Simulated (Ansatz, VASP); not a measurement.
BeS: VASP beside Ansatz

```xyz
2
Lattice="0.0000 1.6783 1.6783 1.6783 0.0000 1.6783 1.6783 1.6783 0.0000" Properties=species:S:1:pos:R:3 pbc="T T T"
Be    0.0000    0.0000    0.0000
S     1.6783    1.6783    1.6783
```

Change from the starting cell: volume scaled by 0.4, LAPW.

Alike in both runs: task single point; functional LDA; k mesh 17 × 17 × 17; occupations fermi-dirac, width 0.08 eV; no spin polarisation.

|  | VASP | Ansatz |
| --- | --- | --- |
| version | VASP 6.6.1 | Ansatz 0.2.0 |
| potentials or method | VASP PAW LDA potentials, release 64 (Be, S), cutoff 600 eV | all-electron LAPW, scalar-relativistic |

```tsv
	VASP	Ansatz	Ansatz less VASP
pressure (GPa)	541.7	542.9	+1.13
```

LDA's correlation is that of Perdew and Zunger in VASP and of Perdew and Wang (1992) in Ansatz. Both programs put the cell under a high pressure, so it lies far from rest at this level. Ansatz ran all-electron here, and VASP with PAW potentials.

Noted on VASP's run: the cell as given lies far from equilibrium.
